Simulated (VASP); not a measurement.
Input of a VASP 6.6.1 run:

File INCAR:

```
SYSTEM = HPt12
PREC = Accurate
ENCUT = 520
EDIFF = 1E-6
ISMEAR = 0
SIGMA = 0.1
LREAL = .False.
LASPH = .True.
NELM = 60
ALGO = Normal
ISIF = 2
LWAVE = .False.
LCHARG = .False.
LDIPOL = .True.
IDIPOL = 3
DIPOL = 0.5 0.5 0.318
GGA = PE
NBANDS = 72
```

File KPOINTS:

```
regular mesh
0
Gamma
  5 5 1
  0 0 0
```

POSCAR

```
HPt12
1.0
    5.6143281324      0.0000000000      0.0000000000
    0.0000000000      5.6143281324      0.0000000000
    0.0000000000      0.0000000000     19.3513900856
Pt H
12 1
Direct
    0.2500000000      0.2500000000      0.2067034969
    0.2500000000      0.7500000000      0.2067034969
    0.7500000000      0.2500000000      0.2067034969
    0.7500000000      0.7500000000      0.2067034969
    0.0000000000      0.0000000000      0.3062505494
    0.0000000000      0.5000000000      0.3062505494
    0.5000000000      0.0000000000      0.3062505494
    0.5000000000      0.5000000000      0.3062505494
    0.2500000000      0.2500000000      0.4057274465
    0.2500000000      0.7500000000      0.4057274465
    0.7500000000      0.2500000000      0.4057274465
    0.7500000000      0.7500000000      0.4057274465
    0.4166666667      0.4166666667      0.4566573455
```

Potentials or basis: VASP PAW PBE potentials, release 64 (Pt, H).

Launch:

```bash
$ cat potpaw_PBE.64/Pt/POTCAR potpaw_PBE.64/H/POTCAR > POTCAR
$ mpirun -np 1 vasp_std > vasp.out
```

(1) Estimate the largest force.

(2) Estimate the band gap on the k mesh.

Results:

(1) 0.367 eV/Å.

(2) zero (an odd number of electrons rules out a gap without spin polarisation).

Caveat: spin-orbit coupling is left out, which moves the levels of the heavy elements.
